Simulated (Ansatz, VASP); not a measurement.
One calculation of Li, two programs

Contents of POSCAR:

```
Li
1.0
    0.0000000000      2.1359400000      2.2020000000
    2.1359400000      0.0000000000      2.2020000000
    2.1359400000      2.1359400000      0.0000000000
Li
1
Direct
    0.0000000000      0.0000000000      0.0000000000
```

The input INCAR.step1:

```
  ALGO = Normal
  EDIFF = 1E-5
  ENCUT = 830
  GGA = PE
  GGA_COMPAT = F
  ISMEAR = 0
  LASPH = T
  LCHARG = F
  LREAL = F
  LWAVE = T
  NBANDS = 8
  NELM = 120
  PREC = Accurate
  SIGMA = 0.15
```

INCAR.step2

```
  ALGO = Normal
  EDIFF = 1E-6
  ENCUT = 830
  GGA_COMPAT = F
  ISIF = 2
  ISMEAR = 0
  ISTART = 1
  LASPH = T
  LCHARG = F
  LMIXTAU = T
  LREAL = F
  LWAVE = F
  METAGGA = R2SCAN
  NBANDS = 8
  NELM = 120
  PREC = Accurate
  SIGMA = 0.15
```

The input KPOINTS:

```
k-points
0
Gamma
  18 18 18
```

Input for Ansatz:

```yaml
crystal:
  lattice:
    - [0.0, 2.13594, 2.202]
    - [2.13594, 0.0, 2.202]
    - [2.13594, 2.13594, 0.0]
  atoms:
    - { symbol: Li, position: [0.0, 0.0, 0.0] }
basis:
  ecutwfc: 500
kpoints:
  mp_grid: { grid: [18, 18, 18] }
hamiltonian:
  xc: r2scan
scf:
  occupations: { method: gaussian, width: 0.15 }
output:
  forces: true
  stress: true
  eigenvalues: true
  write_density: true
  write_potential: true
  elf: true
  volumetric_format: npy
```

Change from the starting cell: strain -0.030 along x and y, +0.000 along z, atoms carried along.

Alike in both runs: task single point; functional r2SCAN; k mesh 18 × 18 × 18; occupations gaussian, width 0.15 eV; no spin polarisation.

```csv
,VASP,Ansatz
version,VASP 6.6.1,Ansatz 0.2.0
potentials or method,"VASP PAW PBE potentials, release 64 (Li_sv), cutoff 830 eV","scalar-relativistic, plane waves, PAW"
valence electrons in the cell,3,3
```

Ansatz gave:

| Property | Result |
| --- | --- |
| gap on the k mesh at the Fermi level (eV) | none |
| pressure (GPa) | 0.6 |
| traceless stress, the component that is largest in VASP (GPa) | -0.13 |

Q: Which values does VASP return?

A: gap on the k mesh at the Fermi level (eV): none; pressure (GPa): 0.3; traceless stress, the component that is largest in VASP (GPa): -0.12.

VASP's potentials were made for PBE, not for r2SCAN. A gap of «none» marks a metal or a gap that the smearing closes.
